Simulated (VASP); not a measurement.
# Cu (I4/mmm) in VASP: notebook

Runs on Cu. Level: PBE. Tasks: single point.

All numbers are computed with VASP 6.6.1; they aren't measurements. Logs are shortened: lines on timing, memory, paths and dates and some standing lists are left out, and cuts for length are marked.

## (1) The cell of the first run

It takes space group I4/mmm (No. 139, tetragonal). Conventional cell: a = 2.556 Å, b = 2.556 Å, c = 3.723 Å, α = 90.00°, β = 90.00°, γ = 90.00°. Cu (site symmetry 4/mmm) has 12 Cu at 2.56 to 2.59 Å within 3.4 Å.

## (2) Single point, PBE (strain +0.0300 x Voigt [1, 0, 0, 0, 0, 0])

INCAR reads:

```
  PREC = Accurate
  ENCUT = 520
  EDIFF = 1E-6
  ISMEAR = 0
  SIGMA = 0.15
  LREAL = False
  LASPH = True
  NELM = 60
  ALGO = Normal
  ISIF = 2
  LWAVE = False
  LCHARG = False
  GGA = PE
  NBANDS = 12
```

KPOINTS reads:

```
Automatic mesh
0
Gamma
  22 22 22
```

POSCAR reads:

```
Cu
1.0
    0.0000000000      1.8075000000      1.8075000000
    1.8617250000      0.0000000000      1.8075000000
    1.8617250000      1.8075000000      0.0000000000
Cu
1
Direct
    0.0000000000      0.0000000000      0.0000000000
```

Potentials or basis: VASP PAW PBE potentials, release 64 (Cu).

The run is started by

```console
> cat potpaw_PBE.64/Cu/POTCAR > POTCAR
> mpirun -np 1 vasp_std > vasp.out
```

OUTCAR:

```text
PREC = Accurate
   ENCUT = 520
   EDIFF = 1E-6
   ISMEAR = 0
   LREAL = False
   LASPH = True
   NELM = 60
   ISIF = 2
   GGA = PE

 ion  position               nearest neighbor table
   1  0.000  0.000  0.000-

  LATTYP: Found a body centered tetragonal cell.
 ALAT       =     2.5561910140
 C/A-ratio  =     1.4566399692

  Lattice vectors:

 A1 = (   1.8617250000,   0.0000000000,   1.8075000000)
 A2 = (   1.8617250000,   0.0000000000,  -1.8075000000)
 A3 = (  -1.8617250000,   1.8075000000,   0.0000000000)

Analysis of symmetry for initial positions (statically):
=====================================================================
 Subroutine PRICEL returns:
 Original cell was already a primitive cell.

 Routine SETGRP: Setting up the symmetry group for a
 body centered tetragonal supercell.

 Subroutine GETGRP returns: Found 16 space group operations
 (whereof 16 operations were pure point group operations)
 out of a pool of 16 trial point group operations.

The static configuration has the point symmetry D_4h.

Analysis of symmetry for dynamics (positions and initial velocities):
=====================================================================
 Subroutine PRICEL returns:
 Original cell was already a primitive cell.

 Routine SETGRP: Setting up the symmetry group for a
 body centered tetragonal supercell.

 Subroutine GETGRP returns: Found 16 space group operations
 (whereof 16 operations were pure point group operations)
 out of a pool of 16 trial point group operations.

The dynamic configuration has the point symmetry D_4h.

 Subroutine INISYM returns: Found 16 space group operations
 (whereof 16 operations are pure point group operations),
 and found     1 'primitive' translations

----------------------------------------------------------------------------------------

                                     Primitive cell

  volume of cell :      12.1647

  direct lattice vectors                    reciprocal lattice vectors
     0.000000000  1.807500000  1.807500000    -0.268568129  0.276625173  0.276625173
     1.861725000  0.000000000  1.807500000     0.268568129 -0.276625173  0.276625173
     1.861725000  1.807500000  0.000000000     0.268568129  0.276625173 -0.276625173

  length of vectors
     2.556191014  2.594817185  2.594817185     0.474522721  0.474522721  0.474522721

[... 83 lines left out ...]
   NFREE  =      0    steps in history (QN), initial steepest desc. (CG)
   ISIF   =      2    stress and relaxation
   ISYM   =      2    0-nonsym 1-usesym 2-fastsym
   POTIM  = 0.5000    time-step for ionic-motion
   TEBEG  =    0.0;   TEEND  =   0.0 temperature during run
   PSTRESS=    0.0 pullay stress
   NELECT =      11.0000    total number of electrons
   NUPDOWN=      -1.0000    fix difference up-down
   EMIN   =  10.00;   EMAX   =-10.00  energy-range for DOS
   EFERMI =   0.00;   METHOD = LEGACY
   ISMEAR =     0;   SIGMA  =   0.15  broadening in eV -4-tet -1-fermi 0-gaus
   EFERMI_NEDOS =   21; number of points for ismear=-14 and -15
   IALGO  =     38    algorithm
   IMIX   =      4    mixing-type and parameters
     AMIX     =   0.40;   BMIX     =  1.00
     AMIX_MAG =   1.60;   BMIX_MAG =  1.00
  volume/ion in A,a.u.               =      12.16        82.09
  Fermi-wavevector in a.u.,A,eV,Ry     =   1.583088  2.991602 34.098474  2.506167
  Thomas-Fermi vector in A             =   2.682912
   LORBIT       =      0    0 simple, 1 ext, 2 COOP (PROOUT), +10 PAW based schemes
   GGA     = PE    functional components
   LHFCALC =     F    Hartree Fock is set to
   AEXX    =    0.0000 exact exchange contribution
   IVDW    =     0    specifies the selected vdW correction
   LEPSILON=     F    determine dielectric tensor
   LRPA    =     F    only Hartree local field effects (RPA)
 non-spin polarized calculation
 Gauss-broadening in eV      SIGMA  =   0.15
  energy-cutoff  :      520.00
  volume of cell :       12.16
 maximum number of plane-waves:       343
   NGX =  9   NGY =  9   NGZ =  9

 number of electron      10.9999992 magnetization

 Free energy of the ion-electron system (eV)
  ---------------------------------------------------
  ext. energy  EPLUGINS =         0.00000000
  ---------------------------------------------------
  free energy    TOTEN  =        -3.72837088 eV

  energy without entropy =       -3.72560954  energy(sigma->0) =       -3.72699021

 E-fermi :   7.2219     XC(G=0): -12.5550

 val. band max:        7.2074471448   @ k =  -0.3182   0.1818   0.1364
 cond. band min:       7.2351395431   @ k =   0.5000   0.2273   0.0909
 fundamental gap:      0.0276923983
 Fermi energy:         7.2218903550

 k-point     1 :       0.0000    0.0000    0.0000
  band No.  band energies     occupation
      1      -1.9035      2.00000
      2       4.1949      2.00000
      3       4.3351      2.00000
      4       4.3351      2.00000
      5       4.9999      2.00000
      6       5.1391      2.00000
      7      29.5980      0.00000
      8      31.9525      0.00000
      9      32.0343      0.00000
     10      32.0343      0.00000
     11      34.4577      0.00000
     12      34.4591      0.00000
[... 331 lines left out ...]
 k-point    24 :      -0.4545    0.0455    0.0000
  band No.  band energies     occupation
      1       2.3337      2.00000
      2       4.1997      2.00000
      3       4.3177      2.00000
      4       5.3218      2.00000
      5       5.6009      2.00000
      6       6.4748      2.00000
      7      11.1318      0.00000
      8      27.3822      0.00000
      9      27.8312      0.00000
     10      28.9566      0.00000
     11      31.9440      0.00000
     12      33.3107      0.00000

 [... further k-points ...]

------------------------ aborting loop because EDIFF is reached ----------------------------------------

  FORCE on cell =-STRESS in cart. coord.  units (eV):
  Direction    XX          YY          ZZ          XY          YZ          ZX
  --------------------------------------------------------------------------------------
  -------------------------------------------------------------------------------------
  Total       -0.2230041     -0.0870015     -0.0870015     -0.0000000      0.0000000     -0.0000000
  in kB      -29.3711722    -11.4586909    -11.4586909     -0.0000000      0.0000000     -0.0000000
  external PRESSURE =     -17.4295180 kB  Pullay stress =       0.0000000 kB

 VOLUME and BASIS-vectors are now :
 -----------------------------------------------------------------------------
  energy-cutoff  :      520.00
  volume of cell :       12.16
      direct lattice vectors                 reciprocal lattice vectors
     0.000000000  1.807500000  1.807500000    -0.268568129  0.276625173  0.276625173
     1.861725000  0.000000000  1.807500000     0.268568129 -0.276625173  0.276625173
     1.861725000  1.807500000  0.000000000     0.268568129  0.276625173 -0.276625173

 POSITION                                       TOTAL-FORCE (eV/Angst)
 -----------------------------------------------------------------------------------
      0.00000      0.00000      0.00000         0.000000      0.000000     -0.000000
 -----------------------------------------------------------------------------------
    total drift:                                0.000000      0.000000      0.000000

  FREE ENERGIE OF THE ION-ELECTRON SYSTEM (eV)
  ---------------------------------------------------
  free  energy   TOTEN  =        -3.7283708847 eV

  energy  without entropy=       -3.7256095416  energy(sigma->0) =       -3.72699021
```

OSZICAR:

```text
N       E                     dE             d eps       ncg     rms          rms(c)
DAV:   1     0.426492144626E+02    0.42649E+02   -0.54119E+03 22264   0.153E+03
DAV:   2    -0.328316452602E+01   -0.45932E+02   -0.42246E+02 20608   0.203E+02
DAV:   3    -0.460921095141E+01   -0.13260E+01   -0.13170E+01 23448   0.397E+01
DAV:   4    -0.461755297567E+01   -0.83420E-02   -0.83409E-02 22672   0.277E+00
DAV:   5    -0.461763425856E+01   -0.81283E-04   -0.81282E-04 23780   0.279E-01    0.764E+00
DAV:   6    -0.413226526546E+01    0.48537E+00   -0.14877E+01 23800   0.725E+01    0.409E+00
DAV:   7    -0.373986003114E+01    0.39241E+00   -0.24115E+00 23768   0.292E+01    0.545E-01
DAV:   8    -0.373021111474E+01    0.96489E-02   -0.51410E-03 23628   0.119E+00    0.325E-01
DAV:   9    -0.372837241789E+01    0.18387E-02   -0.11644E-02 24796   0.187E+00    0.321E-02
DAV:  10    -0.372837162890E+01    0.78899E-06   -0.51588E-05 29872   0.120E-01    0.798E-03
DAV:  11    -0.372837088473E+01    0.74417E-06   -0.60925E-07 17584   0.135E-02
   1 F= -.37283709E+01 E0= -.37269902E+01  d E =-.276134E-02
```

Run time: 37 s. Hardware: 1 thread of Intel Xeon 6975P-C (Granite Rapids), shared host; peak memory 0.22 GiB.

Results:

```
Free energy            : -3.7284 eV
Pressure               : -1.7 GPa
Band gap on the k mesh : zero (an odd number of electrons rules out a gap without spin polarisation)
```

Caveat: the cell differs from its parent crystal (strain +0.0300 x Voigt [1, 0, 0, 0, 0, 0]).

## (3) Single point, PBE (strain +0.0350 x Voigt [1, 0, 0, 0, 0, 0])

INCAR reads:

```
SYSTEM = Cu
  ALGO = Normal
  EDIFF = 1E-6
  ENCUT = 520
  GGA = PE
  ISIF = 2
  ISMEAR = 0
  LASPH = .True.
  LCHARG = .False.
  LREAL = .False.
  LWAVE = .False.
  NBANDS = 12
  NELM = 80
  PREC = Accurate
  SIGMA = 0.15
```

KPOINTS reads:

```
k-points
0
Gamma
  22 22 22
  0 0 0
```

POSCAR reads:

```
Cu
1.0
    0.0000000000      1.8075000000      1.8075000000
    1.8707625000      0.0000000000      1.8075000000
    1.8707625000      1.8075000000      0.0000000000
Cu
1
Direct
    0.0000000000      0.0000000000      0.0000000000
```

Potentials or basis: VASP PAW PBE potentials, release 64 (Cu).

The run is started by

```console
> cat potpaw_PBE.64/Cu/POTCAR > POTCAR
> mpirun -np 1 vasp_std > vasp.out
```

OUTCAR:

```text
SYSTEM = Cu
   EDIFF = 1E-6
   ENCUT = 520
   GGA = PE
   ISIF = 2
   ISMEAR = 0
   LASPH = .True.
   LREAL = .False.
   NELM = 80
   PREC = Accurate

 ion  position               nearest neighbor table
   1  0.000  0.000  0.000-

  LATTYP: Found a body centered tetragonal cell.
 ALAT       =     2.5561910140
 C/A-ratio  =     1.4637110371

  Lattice vectors:

 A1 = (   1.8707625000,   0.0000000000,   1.8075000000)
[... 537 lines left out ...]
      9      27.6761      0.00000
     10      28.9015      0.00000
     11      31.7479      0.00000
     12      33.2416      0.00000

 [... further k-points ...]

------------------------ aborting loop because EDIFF is reached ----------------------------------------

  FORCE on cell =-STRESS in cart. coord.  units (eV):
  Direction    XX          YY          ZZ          XY          YZ          ZX
  --------------------------------------------------------------------------------------
  -------------------------------------------------------------------------------------
  Total       -0.2859225     -0.1260607     -0.1260607      0.0000000      0.0000000      0.0000000
  in kB      -37.4760307    -16.5228551    -16.5228551      0.0000000      0.0000000      0.0000000
  external PRESSURE =     -23.5072470 kB  Pullay stress =       0.0000000 kB

 VOLUME and BASIS-vectors are now :
 -----------------------------------------------------------------------------
  energy-cutoff  :      520.00
  volume of cell :       12.22
      direct lattice vectors                 reciprocal lattice vectors
     0.000000000  1.807500000  1.807500000    -0.267270698  0.276625173  0.276625173
     1.870762500  0.000000000  1.807500000     0.267270698 -0.276625173  0.276625173
     1.870762500  1.807500000  0.000000000     0.267270698  0.276625173 -0.276625173

 POSITION                                       TOTAL-FORCE (eV/Angst)
 -----------------------------------------------------------------------------------
      0.00000      0.00000      0.00000         0.000000      0.000000      0.000000
 -----------------------------------------------------------------------------------
    total drift:                                0.000000      0.000000      0.000000

  FREE ENERGIE OF THE ION-ELECTRON SYSTEM (eV)
  ---------------------------------------------------
  free  energy   TOTEN  =        -3.7271757156 eV

  energy  without entropy=       -3.7243948851  energy(sigma->0) =       -3.72578530
```

OSZICAR:

```text
N       E                     dE             d eps       ncg     rms          rms(c)
DAV:   1     0.428954843590E+02    0.42895E+02   -0.54117E+03 22068   0.152E+03
DAV:   2    -0.326837598008E+01   -0.46164E+02   -0.42693E+02 20596   0.203E+02
DAV:   3    -0.460536212740E+01   -0.13370E+01   -0.13273E+01 23480   0.398E+01
DAV:   4    -0.461389895989E+01   -0.85368E-02   -0.85355E-02 22652   0.282E+00
DAV:   5    -0.461398283811E+01   -0.83878E-04   -0.83877E-04 23864   0.286E-01    0.763E+00
DAV:   6    -0.413461138876E+01    0.47937E+00   -0.14932E+01 23804   0.725E+01    0.412E+00
DAV:   7    -0.373850688306E+01    0.39610E+00   -0.24288E+00 23732   0.293E+01    0.540E-01
DAV:   8    -0.372905637678E+01    0.94505E-02   -0.53120E-03 23752   0.123E+00    0.329E-01
DAV:   9    -0.372717776443E+01    0.18786E-02   -0.11957E-02 24636   0.189E+00    0.327E-02
DAV:  10    -0.372717639749E+01    0.13669E-05   -0.54602E-05 29960   0.124E-01    0.790E-03
DAV:  11    -0.372717571559E+01    0.68190E-06   -0.57215E-07 17636   0.128E-02
   1 F= -.37271757E+01 E0= -.37257853E+01  d E =-.278083E-02
```

Wall time 37 s (1 thread of Intel Xeon 6975P-C (Granite Rapids), shared host); peak memory 0.22 GiB.

Results:

* Free energy: -3.7272 eV
* Pressure: -2.4 GPa
* Band gap on the k mesh: zero (an odd number of electrons rules out a gap without spin polarisation)

Stress tensor (GPa, compression positive):
```
-3.75  0.00  0.00
 0.00 -1.65  0.00
 0.00  0.00 -1.65
```

Levels at points of the mesh, in eV from the Fermi level:
```csv
k point,band 4,band 5,band 6,band 7,band 8,band 9
"(0.00, 0.00, 0.00)",-2.87,-2.23,-2.06,22.34,24.65,24.74
"(0.50, 0.00, 0.00)",-1.63,-1.57,-0.90,3.59,20.24,21.61
"(0.50, 0.50, 0.00)",-1.52,-1.41,1.77,7.18,12.53,12.61
"(0.00, 0.50, 0.50)",-1.48,-1.48,1.07,6.29,13.36,13.36
```

Caveat: the cell differs from its parent crystal (strain +0.0350 x Voigt [1, 0, 0, 0, 0, 0]).

## (4) Single point, PBE (strain +0.0400 x Voigt [1, 0, 0, 0, 0, 0])

INCAR reads:

```
PREC     = Accurate       # precision mode
ENCUT    = 520            # plane-wave cutoff, eV
EDIFF    = 1E-6           # SCF threshold, eV
ISMEAR   = 0              # smearing method
SIGMA    = 0.15           # smearing width, eV
LREAL    = False          # projectors in reciprocal space
LASPH    = True           # aspherical terms in the spheres
NELM     = 100            # most SCF steps
ALGO     = Normal         # electronic algorithm
ISIF     = 2              # what is computed and relaxed
LWAVE    = False          # write WAVECAR
LCHARG   = False          # write CHGCAR
GGA      = PE             # functional
NBANDS   = 12             # bands
```

KPOINTS reads:

```
regular mesh
0
Gamma
  22 22 22
```

POSCAR reads:

```
Cu
1.0
    0.0000000000      1.8075000000      1.8075000000
    1.8798000000      0.0000000000      1.8075000000
    1.8798000000      1.8075000000      0.0000000000
Cu
1
Direct
    0.0000000000      0.0000000000      0.0000000000
```

The run is started by

```console
> cat potpaw_PBE.64/Cu/POTCAR > POTCAR
> mpirun -np 1 vasp_std > vasp.out
```

It took 37 s on 1 thread of Intel Xeon 6975P-C (Granite Rapids), shared host; peak memory 0.22 GiB.

It converged, with:

```yaml
Free_energy: -3.7257 eV
Pressure: -2.9 GPa
Band_gap_on_the_k_mesh: zero (an odd number of electrons rules out a gap without spin polarisation)
```

Stress tensor (GPa, compression positive):
```
-4.53  0.00  0.00
 0.00 -2.14  0.00
 0.00  0.00 -2.14
```

Levels at points of the mesh, in eV from the Fermi level:
```csv
k point,band 2,band 3,band 4,band 5,band 6,band 7,band 8,band 9,band 10,band 11
"(0.00, 0.00, 0.00)",-3.03,-2.84,-2.84,-2.23,-2.05,22.31,24.58,24.67,24.67,27.08
"(0.50, 0.00, 0.00)",-3.03,-2.85,-1.63,-1.57,-0.88,3.57,20.06,21.61,22.12,23.93
"(0.50, 0.50, 0.00)",-4.22,-1.62,-1.52,-1.40,1.80,7.19,12.45,12.55,16.95,19.35
"(0.00, 0.50, 0.50)",-4.21,-1.61,-1.47,-1.47,1.01,6.18,13.40,13.40,17.69,20.21
```

Caveat: the cell differs from its parent crystal (strain +0.0400 x Voigt [1, 0, 0, 0, 0, 0]).

## (5) Overview

| cell | gap on the mesh (eV) | pressure (GPa) |
| --- | --- | --- |
| a = 2.556, b = 2.595, c = 2.595 Å, angles 59.0, 60.5, 60.5°, 1 atom | none | -1.7 |
| a = 2.556, b = 2.601, c = 2.601 Å, angles 58.9, 60.6, 60.6°, 1 atom | none | -2.4 |
| a = 2.556, b = 2.608, c = 2.608 Å, angles 58.7, 60.7, 60.7°, 1 atom | none | -2.9 |

Alike in all rows: task single point; level PBE; potentials or basis VASP PAW PBE potentials, release 64 (Cu); no spin polarisation; k mesh 22 × 22 × 22; cutoff (eV) 520; smearing gaussian 0.15 eV.

Total energies depend on the potentials used, so only differences within one code and one set of settings carry meaning.
